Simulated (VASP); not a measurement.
A run of VASP 6.6.1 is set up as follows.

File INCAR:

```
PREC     = Accurate       # precision mode
ENCUT    = 520            # plane-wave cutoff, eV
EDIFF    = 1E-7           # SCF threshold, eV
ISMEAR   = 0              # smearing method
SIGMA    = 0.1            # smearing width, eV
LREAL    = False          # projectors in reciprocal space
LASPH    = True           # aspherical terms in the spheres
NELM     = 100            # most SCF steps
ALGO     = Normal         # electronic algorithm
ISIF     = 2              # what is computed and relaxed
LWAVE    = False          # write WAVECAR
LCHARG   = False          # write CHGCAR
GGA      = PE             # functional
NBANDS   = 44             # bands
```

Contents of KPOINTS:

```
Automatic mesh
0
Gamma
  2 2 2
```

File POSCAR:

```
Sr
1.0
    0.0000000000      6.0847000000      6.0847000000
    6.0847000000      0.0000000000      6.0847000000
    6.0847000000      6.0847000000      0.0000000000
Sr
7
Direct
    0.0000000000      0.0000000000      0.2500001643
    0.0248561967      0.5536439759     -0.0392501685
   -0.0248561967      0.4463560241      0.5392500041
    0.5536439759      0.0248561967     -0.0392501685
    0.4463560241     -0.0248561967      0.5392500041
    0.5000000000      0.5000000000      0.0232857824
    0.5000000000      0.5000000000      0.4767142176
```

Potentials or basis: VASP PAW PBE potentials, release 64 (Sr_sv).

Run with:

```console
$ cat potpaw_PBE.64/Sr_sv/POTCAR > POTCAR
$ mpirun -np 1 vasp_std > vasp.out
```

(1) Predict the pressure.

(2) Predict the band gap on the k mesh.

(3) Predict the largest force.

## Answers

(1) -0.7 GPa.

(2) zero (bands 35 and 36 overlap by 0.37 eV).

(3) 0.021 eV/Å.

Caveat: the k points lie up to 0.45 Å⁻¹ apart.
